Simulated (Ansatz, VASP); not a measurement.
# Pt in VASP and in Ansatz

File INCAR:

```
SYSTEM = Pt
PREC     = Accurate       ! precision mode
ENCUT    = 520            ! plane-wave cutoff, eV
EDIFF    = 1E-6           ! SCF threshold, eV
ISMEAR   = 0              ! smearing method
SIGMA    = 0.15           ! smearing width, eV
LREAL    = .FALSE.        ! projectors in reciprocal space
LASPH    = .TRUE.         ! aspherical terms in the spheres
NELM     = 80             ! most SCF steps
ALGO     = Normal         ! electronic algorithm
ISIF     = 2              ! what is computed and relaxed
LWAVE    = .FALSE.        ! write WAVECAR
LCHARG   = .FALSE.        ! write CHGCAR
GGA      = PE             ! functional
NBANDS   = 11             ! bands
```

KPOINTS

```
Automatic mesh
0
G
  20 20 20
  0 0 0
```

The input POSCAR:

```
Pt
1.0
    0.0000000000      1.9579000000      2.0068475000
    1.9579000000      0.0000000000      2.0068475000
    1.9579000000      1.9579000000      0.0000000000
Pt
1
Direct
    0.0000000000      0.0000000000      0.0000000000
```

Input for Ansatz:

```yaml
crystal:
  lattice:
    - [0.0, 1.9579, 2.0068475]
    - [1.9579, 0.0, 2.0068475]
    - [1.9579, 1.9579, 0.0]
  atoms:
    - { symbol: Pt, position: [0.0, 0.0, 0.0] }
basis:
  ecutwfc: 420
kpoints:
  mp_grid: { grid: [20, 20, 20] }
hamiltonian:
  xc: pbe
scf:
  occupations: { method: gaussian, width: 0.15 }
output:
  forces: true
  stress: true
  eigenvalues: true
```

Change from the starting cell: strain +0.000 along x and y, +0.025 along z, atoms carried along.

Alike in both runs: task single point; functional PBE; k mesh 20 × 20 × 20; occupations gaussian, width 0.15 eV; no spin polarisation.

|  | VASP | Ansatz |
| --- | --- | --- |
| version | VASP 6.6.1 | Ansatz 0.2.0 |
| potentials or method | VASP PAW PBE potentials, release 64 (Pt), cutoff 520 eV | scalar-relativistic, plane waves, PAW |
| valence electrons in the cell | 10 | 18 |

Ansatz gave:

```
gap on the k mesh at the Fermi level (eV)                     : none
pressure (GPa)                                                : 4.5
traceless stress, the component that is largest in VASP (GPa) : -1.72
```

Problem. What did VASP give for the same quantities?

Solution. gap on the k mesh at the Fermi level (eV): none; pressure (GPa): 4.0; traceless stress, the component that is largest in VASP (GPa): -1.70.

A gap of «none» marks a metal or a gap that the smearing closes. VASP's potentials hold 10 valence electrons a cell and Ansatz's 18, so a difference there can come from the potentials and not from the codes.

Neither program's run includes spin-orbit coupling.
